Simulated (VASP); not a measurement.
Runs of VASP 6.6.1 on BN. The structure is that of space group R3m (No. 160), or close to it. The cells are those of the table. 

```tsv
task	level	cell	k mesh	smearing	gap on the mesh (eV)	pressure (GPa)
dielectric tensor	PBE	a = 2.500, b = 2.500, c = 3.558 Å, angles 90.1, 110.5, 120.0°, 2 atoms	10 × 10 × 10	gaussian 0.01 eV	(b)	-
single point	PBE+D3(BJ)	a = 2.506, b = 2.506, c = 3.592 Å, angles 90.3, 110.1, 120.0°, 2 atoms	12 × 12 × 8	fermi-dirac 0.02 eV	4.19	0.1
single point	r2SCAN+rVV10	a = 2.500, b = 2.500, c = 3.558 Å, angles 90.1, 110.5, 120.0°, 2 atoms	12 × 12 × 12	fermi-dirac 0.02 eV	4.71	(a)
single point	PBE	a = 2.500, b = 2.500, c = 3.558 Å, angles 90.1, 110.5, 120.0°, 2 atoms	12 × 12 × 12	fermi-dirac 0.02 eV	4.21	4.7
```

Alike in all rows: potentials or basis VASP PAW PBE potentials, release 64 (B, N); no spin polarisation; cutoff (eV) 520.

Task: Estimate the missing entries.

Result: (a) 0.4; (b) 4.14.

Caveats: this functional lacks dispersion, which binds the layers, so the pressure and a relaxed spacing across them are unreliable (at least some runs); the PAW data sets were made with another functional, which shifts forces and pressure a little (at least some runs); the cell stands under pressure (at least some runs).

A k mesh can miss the band edges.
